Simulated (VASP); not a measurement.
A run of VASP 6.6.1 is set up as follows.

Contents of POSCAR:

```
PtS2
1.0
    3.5526415803      0.0000000000      0.0000000000
   -1.7763207902      3.0766778591      0.0000000000
    0.0000000000      0.0000000000      5.2261898081
Pt S
1 2
Direct
    0.0000000000      0.0000000000      0.0000000000
    0.3333333333      0.6666666667      0.2349806655
    0.6666666667      0.3333333333      0.7650193345
```

File INCAR.step1:

```
  PREC = Accurate
  ENCUT = 520
  ISMEAR = 0
  SIGMA = 0.01
  LREAL = F
  LASPH = T
  NELM = 100
  NBANDS = 18
  GGA = PE
  ALGO = Normal
  EDIFF = 1E-4
  LWAVE = T
  LCHARG = F
```

File INCAR.step2:

```
  PREC = Accurate
  ENCUT = 520
  EDIFF = 1E-7
  ISMEAR = 0
  SIGMA = 0.01
  LREAL = F
  LASPH = T
  NELM = 100
  ALGO = Normal
  ISIF = 2
  LWAVE = F
  LCHARG = F
  METAGGA = R2SCAN
  LMIXTAU = T
  NBANDS = 18
  ISTART = 1
```

Contents of KPOINTS:

```
regular mesh
0
Gamma
  12 12 6
```

Potentials or basis: VASP PAW PBE potentials, release 64 (Pt, S).

Command:

```sh
$ cat potpaw_PBE.64/Pt/POTCAR potpaw_PBE.64/S/POTCAR > POTCAR
$ cp INCAR.step1 INCAR
$ mpirun -np 1 vasp_std > vasp.out
$ cp INCAR.step2 INCAR
$ mpirun -np 1 vasp_std > vasp.out
```

(1) What does it give for the band gap on the k mesh?

(2) Estimate the pressure.

Answers

(1) 0.94 eV (least direct gap 1.19 eV).

(2) 0.7 GPa.

Caveat: the cell differs from its parent crystal (uniaxial z strain +2.0%); the PAW data sets were made with another functional, which shifts forces and pressure a little; spin-orbit coupling is left out, which moves the levels of the heavy elements.
